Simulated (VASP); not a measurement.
Crystal: PbS.

```
Pb S
1.0
     4.15401    0.00000    0.00000
    -2.07700    3.59748    0.00000
     0.00000    0.00000    7.35958
Pb S
2 2
Direct
  0.00000 0.00000 0.00000
  0.00000 0.00000 0.50000
  0.33333 0.66667 0.25000
  0.66667 0.33333 0.75000
```

```yaml
Program: VASP 6.6.1
Task: relaxation of cell and atoms
Functional: PBEsol
Potentials_or_basis: VASP PAW PBE potentials, release 64 (Pb_d, S)
Cutoff: 500 eV
k_mesh: 6 × 6 × 4
Occupations: fermi-dirac, width 0.02 eV
Spin: no spin polarisation
```

At the start: pressure -2.9 GPa; volume 27.50 Å³/atom.

Problem. Where does the relaxation end?

Solution. Over 10 steps the energy falls by 14.1 meV/atom and the volume is 25.98 Å³/atom (-5.5 %); space group P6_3/mmc (No. 194, to 0.05 Å).

The path:
| step | energy change (eV) | largest force (eV/Å) | pressure (GPa) | volume (Å³) |
| --- | --- | --- | --- | --- |
| 1 | 0.0000 | 0.0000 | -2.88 | 109.98 |
| 2 | -0.0489 | 0.0000 | 1.07 | 102.29 |
| 3 | -0.0551 | 0.0000 | 0.00 | 104.13 |
| 4 | -0.0551 | 0.0000 | -0.07 | 104.25 |
| 5 | -0.0556 | 0.0000 | -0.06 | 104.19 |
| 6 | -0.0562 | 0.0000 | -0.05 | 104.04 |
| 7 | -0.0562 | 0.0000 | -0.04 | 104.00 |
| 8 | -0.0562 | 0.0000 | -0.04 | 104.00 |
| 9 | -0.0562 | 0.0000 | 0.05 | 103.85 |
| 10 | -0.0562 | 0.0000 | 0.00 | 103.93 |

Final structure:
```
Pb S
1.0
     4.06325    0.00000    0.00000
    -2.03162    3.51888    0.00000
     0.00000    0.00000    7.26871
Pb S
2 2
Cartesian
  0.0000 0.0000 0.0000
  0.0000 0.0000 3.6344
  0.0000 2.3459 1.8172
  2.0316 1.1730 5.4515
```

Caveat: the PAW data sets were made with another functional, which shifts forces and pressure a little.
